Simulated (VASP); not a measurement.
# Si3Mo: single point with PBE

The system is Si3Mo.

```xyz
4
Lattice="2.6452 0.0000 0.0000 -1.3226 2.2908 0.0000 0.0000 0.0000 9.5030" Properties=species:S:1:pos:R:3 pbc="T T T"
Si    0.0000    0.0000    0.0000
Si    0.0000    1.5272    7.1728
Si    0.0000    1.5272    2.3303
Mo    0.0000    0.0000    4.7515
```

* Program: VASP 6.6.1
* Task: single point
* Functional: PBE
* Potentials or basis: VASP PAW PBE potentials, release 64 (Si, Mo_sv)
* Cutoff: 520 eV
* k mesh: 6 × 6 × 2
* Occupations: gaussian, width 0.1 eV
* Spin: no spin polarisation

- Pressure: 2.7 GPa
- Largest force: 0.696 eV/Å
- Band gap on the k mesh: zero (band 13 reaches 13.24 eV, above the bottom of band 14 at 9.44 eV)

Forces in eV/Å, atoms in the order of the input:
```
Si   0.000  0.000  0.000
Si   0.000  0.000 -0.696
Si   0.000  0.000  0.696
Mo   0.000  0.000  0.000
```

Stress tensor (GPa, compression positive):
```
 10.28   0.00   0.00
  0.00  10.28   0.00
  0.00   0.00 -12.46
```

Levels at points of the mesh, in eV from the Fermi level:
```
           k point  band 8  band 9  band 10  band 11  band 12  band 13  band 14  band 15  band 16  band 17
(0.00, 0.00, 0.00)   -6.31   -5.74    -3.28    -1.02    -1.02     1.94     2.27     2.27     4.98     9.92
(0.50, 0.00, 0.00)   -6.25   -5.49    -4.16    -4.08    -3.46     0.15     0.78     1.10     2.02     2.85
(0.00, 0.00, 0.50)   -7.55   -4.84    -2.61    -1.02    -1.02     0.45     2.27     2.27     6.88     9.26
(0.50, 0.00, 0.50)   -6.08   -5.69    -5.04    -3.77    -1.56    -1.44    -0.19     0.78     3.72     4.06
```

It took 19 s on 1 thread of Intel(R) Xeon(R) Platinum 8259CL CPU @ 2.50GHz (Skylake/Cascade Lake) (shared host), peak memory 0.17 GiB.

Caveat: the k points lie up to 0.46 Å⁻¹ apart.
